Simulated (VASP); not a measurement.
HC6: single point with LDA

HC6, a wire with vacuum:

```
C H
1.0
     4.88891    0.00000    0.00000
    -1.22223    8.78428    0.00000
     0.00000    0.00000   22.74730
C H
12 2
Cartesian
  0.0000 0.6802 4.0000
  2.4445 0.6802 4.0000
  1.2222 0.8503 4.6849
  3.6667 0.8503 4.6849
  1.2222 1.1904 6.0546
  3.6667 1.1904 6.0546
  0.0000 1.3569 6.7217
  2.4445 1.3569 6.7217
  0.0000 1.7154 8.1516
  2.4445 1.7154 8.1516
  1.2222 1.8661 8.7473
  3.6667 1.8661 8.7473
  0.0633 1.2603 12.3473
  -0.0633 2.1706 12.3473
```

```yaml
Program: VASP 6.6.1
Task: single point
Functional: LDA
Potentials_or_basis: VASP PAW LDA potentials, release 64 (C, H)
Cutoff: 520 eV
k_mesh: 6 × 3 × 1
Occupations: gaussian, width 0.1 eV
Spin: no spin polarisation
Dipole_correction: yes
Further_INCAR_settings: ALGO = Normal; EDIFF = 1e-07; NBANDS = 38
```

The largest force is 3.390 eV/Å and the band gap on the k mesh is 0.10 eV.

Forces in eV/Å, atoms in the order of the input:
```
C    0.000  0.414  1.691
C    0.000  0.413  1.688
C    0.001 -0.816 -3.290
C   -0.001 -0.816 -3.290
C    0.005  0.378  1.503
C   -0.005  0.378  1.503
C    0.000  0.006  0.024
C    0.000  0.004  0.015
C    0.000  0.008  0.032
C    0.000 -0.005 -0.024
C    0.019  0.018  0.094
C   -0.019  0.020  0.096
H   -0.430  3.113 -0.014
H    0.429 -3.113 -0.029
```

Levels at points of the mesh, in eV from the valence-band top:
```
           k point  band 22  band 23  band 24  band 25  band 26  band 27  band 28  band 29
(0.00, 0.00, 0.00)    -2.10    -0.35    -0.32    -0.18     0.50     0.62     0.91     2.39
(0.50, 0.00, 0.00)    -1.70    -1.70     0.00     0.00     0.10     0.10     3.01     3.01
```

Run time: 11 min on 1 thread of Intel(R) Xeon(R) 6975P-C (Granite Rapids), on a shared host, peak memory 0.78 GiB.
